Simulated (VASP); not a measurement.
A run of VASP 6.6.1 is set up as follows.

INCAR

```
  ALGO = Normal
  EDIFF = 1E-6
  ENCUT = 600
  GGA = PE
  GGA_COMPAT = False
  ISIF = 2
  ISMEAR = -1
  LASPH = True
  LCHARG = True
  LELF = True
  LREAL = False
  LVHAR = True
  LWAVE = False
  NBANDS = 29
  NELM = 120
  PREC = Accurate
  SIGMA = 0.02
```

File KPOINTS:

```
k-points
0
Gamma
  6 6 8
```

File POSCAR:

```
FeS2
1.0
    4.4308097358      0.0000000000      0.0000000000
    0.0000000000      5.4005600319      0.0000000000
    0.0000000000      0.0000000000      3.3792372752
Fe S
2 4
Direct
    0.5000000000      0.5000000000      0.5000000000
    0.0000000000      0.0000000000      0.0000000000
    0.2990462953      0.8778423373      0.5000000000
    0.7009537047      0.1221576627      0.5000000000
    0.2009537047      0.3778423373      0.0000000000
    0.7990462953      0.6221576627      0.0000000000
```

Potentials or basis: VASP PAW PBE potentials, release 64 (Fe, S).

Command:

```sh
$ cat potpaw_PBE.64/Fe/POTCAR potpaw_PBE.64/S/POTCAR > POTCAR
$ mpirun -np 1 vasp_std > vasp.out
```

(1) Predict the largest force.

(2) Estimate the pressure.

(3) Predict the band gap on the k mesh.

Results:

(1) 0.254 eV/Å.

(2) 0.9 GPa.

(3) 0.89 eV (least direct gap 1.18 eV).
